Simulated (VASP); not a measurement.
Runs of VASP 6.6.1 on Pt. The structure is that of space group Fm-3m (No. 225), or close to it. The cells are those of the table. 

```csv
cell,gap on the mesh (eV),pressure (GPa)
"a = 2.786, b = 2.786, c = 4.058 Å, 2 atoms",none,(a)
"a = 2.786, b = 2.786, c = 3.980 Å, 2 atoms",none,-2.0
"a = 2.786, b = 2.786, c = 4.019 Å, 2 atoms",none,-4.5
"a = 2.786, b = 2.786, c = 3.940 Å, 2 atoms",none,0.6
```

Alike in all rows: task single point; level r2SCAN; potentials or basis VASP PAW PBE potentials, release 64 (Pt); no spin polarisation; k mesh 18 × 18 × 14; cutoff (eV) 520; smearing gaussian 0.1 eV.

**Question.** Fill in the values left out.

**Answer.** (a) -6.8.

Caveats: the PAW data sets were made with another functional, which shifts forces and pressure a little; spin-orbit coupling is left out, which moves the levels of the heavy elements; the cell stands under tension (at least some runs).

A k mesh can miss the band edges, and the runs leave out spin-orbit coupling on Pt.

A gap of «none» marks levels without a gap at the run's occupations.
